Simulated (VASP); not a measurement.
Hf7SnO16 (a cell with a defect): relaxation of the atoms with PBE

Hf7SnO16 (a cell with a defect):

```xyz
24
Lattice="-3.5580 3.5580 5.1719 3.5580 -3.5580 5.1719 3.5580 3.5580 -5.1719" Properties=species:S:1:pos:R:3 pbc="T T T"
Sn    1.7790    1.7790    2.5859
Hf    1.7790    1.7790   -2.5859
Hf    1.7790   -1.7790    2.5859
Hf   -1.7790    1.7790    2.5859
Hf    0.0000    0.0000    0.0000
Hf    0.0000    0.0000    5.1719
Hf    0.0000    3.5580    0.0000
Hf    3.5580    0.0000    0.0000
O     0.0000    1.7790    3.6059
O     3.5580   -1.7790    3.6059
O     3.5580    1.7790   -1.5660
O     3.5580    1.7790    3.6059
O     1.7790    0.0000    4.1519
O    -1.7790    3.5580    4.1519
O     1.7790    3.5580    4.1519
O     1.7790    3.5580   -1.0199
O     1.7790    0.0000    1.5660
O     1.7790    0.0000    6.7379
O     1.7790    3.5580    1.5660
O     5.3370    0.0000    1.5660
O     0.0000    1.7790    1.0199
O     0.0000    1.7790    6.1918
O     0.0000    5.3370    1.0199
O     3.5580    1.7790    1.0199
```

```json
{
  "Program": "VASP 6.6.1",
  "Task": "relaxation of the atoms",
  "Functional": "PBE",
  "Potentials or basis": "VASP PAW PBE potentials, release 64 (Sn_d, Hf_pv, O)",
  "Cutoff": "520 eV",
  "k mesh": "4 × 4 × 4",
  "Occupations": "fermi-dirac, width 0.01 eV",
  "Spin": "no spin polarisation",
  "Dipole correction": "no",
  "Further INCAR settings": "LREAL = Auto; ALGO = Normal; EDIFF = 1e-06; IBRION = 2; EDIFFG = -0.03; NSW = 60"
}
```

```json
{"Energy gained by relaxing": "6.5 meV/atom", "Ionic steps": "13", "Pressure after relaxing": "6.7 GPa", "Largest force after relaxing": "0.025 eV/Å", "Band gap on the k mesh": "4.11 eV"}
```

Forces in eV/Å, atoms in the order of the input:
```
Sn   0.000  0.000  0.000
Hf   0.000  0.000  0.000
Hf   0.000  0.000  0.025
Hf   0.000  0.000 -0.025
Hf  -0.009  0.009  0.000
Hf   0.009 -0.009  0.000
Hf  -0.009 -0.009  0.000
Hf   0.009  0.009  0.000
O   -0.002  0.000  0.005
O   -0.003  0.000 -0.011
O    0.003  0.000 -0.011
O    0.002  0.000  0.005
O    0.000 -0.001 -0.024
O    0.000 -0.010 -0.022
O    0.000  0.001 -0.024
O    0.000  0.010 -0.022
O    0.000 -0.002 -0.005
O    0.000 -0.003  0.011
O    0.000  0.002 -0.005
O    0.000  0.003  0.011
O   -0.001  0.000  0.024
O   -0.010  0.000  0.022
O    0.010  0.000  0.022
O    0.001  0.000  0.024
```

Stress tensor (GPa, compression positive):
```
7.45 0.00 0.00
0.00 7.45 0.00
0.00 0.00 5.34
```

The path:
| step | energy change (eV) | largest force (eV/Å) | pressure (GPa) |
| --- | --- | --- | --- |
| 1 | 0.0000 | 0.3360 | 7.39 |
| 2 | -0.0306 | 0.3095 | 7.34 |
| 3 | -0.0313 | 0.3184 | 7.33 |
| 4 | -0.0565 | 0.2675 | 7.25 |
| 5 | -0.1006 | 0.2694 | 7.01 |
| 6 | -0.1060 | 0.3535 | 6.92 |
| 7 | -0.1287 | 0.1893 | 6.90 |
| 8 | -0.1346 | 0.2299 | 6.91 |
| 9 | -0.1441 | 0.1650 | 6.88 |
| 10 | -0.1532 | 0.0938 | 6.84 |
| 11 | -0.1557 | 0.0675 | 6.81 |
| 12 | -0.1557 | 0.0672 | 6.81 |
| 13 | -0.1565 | 0.0250 | 6.75 |

Final structure:
```yaml
crystal:
  lattice:
    - [-3.55802, 3.55802, 5.17186]
    - [3.55802, -3.55802, 5.17186]
    - [3.55802, 3.55802, -5.17186]
  atoms:
    - { symbol: Sn, position: [0.50000, 0.50000, 0.50000] }
    - { symbol: Hf, position: [0.00000, 0.00000, 0.50000] }
    - { symbol: Hf, position: [0.00229, 0.50229, 0.00000] }
    - { symbol: Hf, position: [0.49771, 0.99771, 0.00000] }
    - { symbol: Hf, position: [0.00026, 0.99974, 0.00000] }
    - { symbol: Hf, position: [0.49974, 0.50026, 0.00000] }
    - { symbol: Hf, position: [0.49974, 0.99974, 0.49947] }
    - { symbol: Hf, position: [0.00026, 0.50026, 0.50053] }
    - { symbol: O, position: [0.60155, 0.36073, 0.25918] }
    - { symbol: O, position: [0.10130, 0.85974, 0.25844] }
    - { symbol: O, position: [0.10130, 0.34286, 0.74156] }
    - { symbol: O, position: [0.60155, 0.84238, 0.74082] }
    - { symbol: O, position: [0.38237, 0.65077, 0.23160] }
    - { symbol: O, position: [0.88383, 0.14938, 0.23445] }
    - { symbol: O, position: [0.91917, 0.65077, 0.76840] }
    - { symbol: O, position: [0.41493, 0.14938, 0.76555] }
    - { symbol: O, position: [0.15762, 0.39845, 0.25918] }
    - { symbol: O, position: [0.65714, 0.89870, 0.25844] }
    - { symbol: O, position: [0.63927, 0.39845, 0.74082] }
    - { symbol: O, position: [0.14026, 0.89870, 0.74156] }
    - { symbol: O, position: [0.34923, 0.08083, 0.23160] }
    - { symbol: O, position: [0.85062, 0.58507, 0.23445] }
    - { symbol: O, position: [0.85062, 0.11617, 0.76555] }
    - { symbol: O, position: [0.34923, 0.61763, 0.76840] }
```

Levels at points of the mesh, in eV from the valence-band top:
| k point | band 86 | band 87 | band 88 | band 89 | band 90 | band 91 | band 92 | band 93 | band 94 | band 95 |
| --- | --- | --- | --- | --- | --- | --- | --- | --- | --- | --- |
| (0.00, 0.00, 0.00) | -0.52 | -0.40 | -0.16 | -0.07 | -0.07 | 4.11 | 4.71 | 4.81 | 5.27 | 5.27 |
| (0.50, 0.00, 0.00) | -0.53 | -0.51 | -0.45 | -0.36 | -0.31 | 4.39 | 5.10 | 5.23 | 5.34 | 5.36 |
| (0.50, 0.50, 0.00) | -0.36 | -0.26 | -0.24 | -0.08 | -0.05 | 4.44 | 5.08 | 5.19 | 5.36 | 5.43 |
| (0.50, 0.50, 0.50) | -0.20 | -0.17 | -0.09 | 0.00 | 0.00 | 4.44 | 5.14 | 5.14 | 5.40 | 5.44 |

Run time: 58 min on 4 MPI ranks on Intel(R) Xeon(R) Platinum 8259CL CPU @ 2.50GHz (Skylake/Cascade Lake) (shared host), peak memory 0.6 GiB a rank.

Caveat: spin-orbit coupling is left out, which moves the levels of the heavy elements.
